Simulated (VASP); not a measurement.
Input of a VASP 6.6.1 run:

INCAR

```
SYSTEM = Hf32O63
ALGO = Normal
EDIFF = 1E-6
ENCUT = 520
GGA = PE
ISIF = 2
ISMEAR = 0
ISPIN = 2
LASPH = .True.
LCHARG = .False.
LMAXMIX = 4
LORBIT = 11
LREAL = Auto
LUSENCCL = .False.
LWAVE = .False.
MAGMOM = 0.6 0 0 0.6 0 0 0 0 0 0 0 0 0 0 0 0 0 0.6 0 0 0 0 0 0 0 0 0 0 0 0 0 0 0 0 0 0 0 0 0 0 0 0 0 0 0 0 0 0 0 0 0 0 0 0 0 0 0 0 0 0 0 0 0 0 0 0 0 0 0 0 0 0 0 0 0 0 0 0 0 0 0 0 0 0 0 0 0 0 0 0 0 0 0 0 0
NBANDS = 406
NELM = 150
PREC = Accurate
SIGMA = 0.02
```

KPOINTS

```
k-points
0
Gamma
  1 1 1
  0 0 0
```

POSCAR

```
Hf32O63
1.0
   10.2360000000      0.0000000000      0.0000000000
    0.0000000000     10.3714000000      0.0000000000
   -1.7173261196      0.0000000000     10.4277342812
Hf O
32 63
Direct
    0.1344881545      0.0259204217      0.1078142160
    0.3606457984      0.2718770878      0.1456211314
    0.3615716874      0.4791081167      0.3959605028
    0.1377040231      0.2288931388      0.3542630093
    0.1387153003      0.0210647630      0.6044266207
    0.3618278067      0.2710415177      0.6459229730
    0.3620462563      0.4794311959      0.8955122799
    0.1382850947      0.2297855319      0.8554280436
    0.1387309321      0.5212654761      0.1039709930
    0.3608137498      0.7718440321      0.1456552544
    0.3608443774      0.9786778488      0.3960385508
    0.1384189054      0.7289297185      0.3540534188
    0.1384215099      0.5208498270      0.6037721641
    0.3618618787      0.7711009529      0.6461464088
    0.3610093113      0.9787597752      0.8969718109
    0.1385526728      0.7292995964      0.8546070368
    0.6379757703      0.0213697989      0.1041775167
    0.8639390846      0.2685992279      0.1458400877
    0.8619862733      0.4778445209      0.3946597195
    0.6378658331      0.2286825210      0.3536174864
    0.6382692134      0.0208306665      0.6036283727
    0.8617258841      0.2706954745      0.6454378036
    0.8616847627      0.4785792716      0.8955282513
    0.6382039576      0.2291311585      0.8540111234
    0.6387144808      0.5206266703      0.1038329120
    0.8615365270      0.7707184024      0.1460170214
    0.8621510835      0.9787346717      0.3947544310
    0.6380628862      0.7288770022      0.3534763044
    0.6387294734      0.5210912972      0.6035744993
    0.8618942228      0.7713182076      0.6455066846
    0.8609308163      0.9795048285      0.8965816801
    0.6384833264      0.7289636806      0.8537314358
    0.2236056363      0.3799160769      0.2399201534
    0.2756750970      0.1294132603      0.0115100119
    0.2705273429      0.1211680381      0.2591130716
    0.2241180818      0.3715761523      0.4903388335
    0.4644356010      0.4185562991      0.0797504978
    0.4636546794      0.3307627026      0.3297229356
    0.0368929911      0.0805290878      0.4183503269
    0.2230977033      0.3792080924      0.7399428642
    0.2779933507      0.1282573044      0.5112413753
    0.2762969522      0.1212691088      0.7614218019
    0.2240903553      0.3720261681      0.9895559630
    0.0354543072      0.1670457699      0.6717957288
    0.4647636426      0.4186173388      0.5797762276
    0.4640784976      0.3311205562      0.8297282747
    0.0334929996      0.0859092031      0.9266747911
    0.2225012709      0.8798375247      0.2399724788
    0.2768984879      0.6290301600      0.0099445817
    0.2767084384      0.6213643603      0.2600117420
    0.2231294014      0.8706367589      0.4901309815
    0.0357846940      0.6693115174      0.1690938640
    0.4642372857      0.9189698555      0.0800800714
    0.4638268171      0.8313626286      0.3297106597
    0.0367122010      0.5792686543      0.4186267193
    0.2233305492      0.8795195593      0.7400472213
    0.2766486702      0.6294265374      0.5100793025
    0.2768268989      0.6211906912      0.7600178793
    0.2229758934      0.8710612860      0.9901240753
    0.0357668435      0.6687440418      0.6701314663
    0.4642188754      0.9183885120      0.5791713912
    0.4642897560      0.8315521356      0.8297969919
    0.0354648024      0.5818191112      0.9206769554
    0.7252451893      0.3783218787      0.2393140977
    0.7772749823      0.1291079215      0.0104319042
    0.7766565803      0.1208387451      0.2593281253
    0.7235676590      0.3706786201      0.4891089697
    0.5347694401      0.1683985275      0.1705871099
    0.9670005556      0.4138216146      0.0784581919
    0.9648068830      0.3283652137      0.3265129168
    0.5351052812      0.0812721495      0.4197540913
    0.7235813195      0.3788858657      0.7392232056
    0.7766472251      0.1287646615      0.5093901126
    0.7770402815      0.1206586869      0.7602111739
    0.7237279690      0.3711702626      0.9890666550
    0.5362601321      0.1687071593      0.6702191431
    0.9648472722      0.4170394388      0.5776775580
    0.9645715612      0.3325273657      0.8279139911
    0.5360342469      0.0814578328      0.9207038052
    0.7231850173      0.8790758495      0.2396530656
    0.7775211933      0.6288427367      0.0099657033
    0.7767684281      0.6205409805      0.2594805131
    0.7235391956      0.8707788413      0.4894872126
    0.5358390116      0.6689894032      0.1695973022
    0.9619414339      0.9240092803      0.0846876757
    0.9632914517      0.8289874087      0.3309059538
    0.5361643561      0.5810535004      0.4199829785
    0.7234498034      0.8790530339      0.7396447234
    0.7776942060      0.6287202517      0.5092973383
    0.7771363209      0.6209296756      0.7596831817
    0.7237081039      0.8707997686      0.9896060679
    0.5361972671      0.6688472210      0.6699707114
    0.9642375198      0.9190751268      0.5791558409
    0.9649153819      0.8332153073      0.8306857473
    0.5365855537      0.5809907766      0.9199459499
```

Potentials or basis: VASP PAW PBE potentials, release 64 (Hf_pv, O).

Run with:

```bash
$ cat potpaw_PBE.64/Hf_pv/POTCAR potpaw_PBE.64/O/POTCAR > POTCAR
$ mpirun -np 1 vasp_gam > vasp.out
```

Problem. Estimate the band gap on the k mesh.

Solution. 1.38 eV.

Problem. What does it give for the net moment?

Solution. 0.00 μB per cell.

Problem. What does it give for the pressure?

Solution. 1.5 GPa.

Forces on the atoms (eV/Å):
```
Hf   0.028 -0.067 -0.083
Hf   0.056  0.020  0.049
Hf   0.048 -0.020  0.062
Hf  -0.014  0.002  0.034
Hf  -0.050  0.013 -0.054
Hf   0.051  0.017  0.059
Hf   0.045 -0.020  0.063
Hf  -0.053 -0.008 -0.054
Hf  -0.046  0.019 -0.062
Hf   0.046  0.019  0.057
Hf   0.047 -0.019  0.064
Hf  -0.052 -0.016 -0.056
Hf  -0.045  0.006 -0.064
Hf   0.050  0.016  0.056
Hf   0.049 -0.019  0.065
Hf  -0.046 -0.016 -0.052
Hf  -0.054  0.019 -0.059
Hf  -0.071  0.082  0.037
Hf   0.044 -0.022  0.057
Hf  -0.048 -0.017 -0.060
Hf  -0.051  0.020 -0.061
Hf   0.050  0.021  0.062
Hf   0.049 -0.019  0.057
Hf  -0.047 -0.018 -0.058
Hf  -0.047  0.012 -0.056
Hf   0.050  0.021  0.069
Hf   0.050 -0.023  0.059
Hf  -0.048 -0.016 -0.060
Hf  -0.052  0.010 -0.061
Hf   0.054  0.016  0.053
Hf   0.041 -0.008  0.053
Hf  -0.052 -0.013 -0.061
O    0.049 -0.006 -0.011
O   -0.048  0.005  0.009
O   -0.051  0.003  0.000
O    0.051  0.013 -0.002
O   -0.009 -0.004 -0.044
O   -0.009  0.007 -0.045
O   -0.003  0.005  0.048
O    0.045  0.004 -0.007
O   -0.039 -0.002  0.009
O   -0.046 -0.004  0.006
O    0.043  0.004 -0.004
O    0.011 -0.004  0.041
O   -0.006 -0.003 -0.045
O   -0.009  0.009 -0.045
O    0.010 -0.006  0.038
O    0.046 -0.003  0.000
O   -0.043 -0.003  0.004
O   -0.044  0.006  0.007
O    0.045  0.002 -0.006
O    0.002 -0.007  0.047
O   -0.010 -0.007 -0.046
O   -0.007  0.001 -0.047
O    0.006  0.008  0.044
O    0.045 -0.003 -0.008
O   -0.044 -0.001  0.008
O   -0.039  0.006  0.007
O    0.064 -0.022 -0.029
O    0.005 -0.002  0.044
O   -0.010 -0.008 -0.043
O   -0.006  0.001 -0.047
O    0.013  0.005  0.049
O    0.037  0.010  0.008
O   -0.033 -0.009  0.014
O   -0.045  0.003  0.004
O    0.043  0.001 -0.007
O    0.009 -0.006  0.047
O   -0.006  0.000 -0.035
O   -0.007  0.003 -0.045
O    0.008  0.008  0.046
O    0.046  0.003 -0.010
O   -0.047 -0.004  0.006
O   -0.047  0.006  0.010
O    0.039  0.009 -0.019
O    0.009 -0.009  0.044
O   -0.009 -0.001 -0.046
O   -0.008  0.002 -0.046
O    0.008  0.006  0.047
O    0.043 -0.002 -0.006
O   -0.047 -0.004  0.005
O   -0.045  0.008  0.003
O    0.041 -0.004 -0.005
O    0.010 -0.008  0.048
O    0.007 -0.008 -0.049
O   -0.004  0.005 -0.051
O    0.007  0.008  0.045
O    0.041 -0.004 -0.006
O   -0.049 -0.002  0.010
O   -0.044  0.002  0.005
O    0.047 -0.003 -0.009
O    0.006 -0.006  0.046
O   -0.006 -0.007 -0.043
O   -0.009  0.007 -0.041
O    0.005  0.008  0.045
```

Caveat: the k points lie up to 0.62 Å⁻¹ apart; spin-orbit coupling is left out, which moves the levels of the heavy elements.
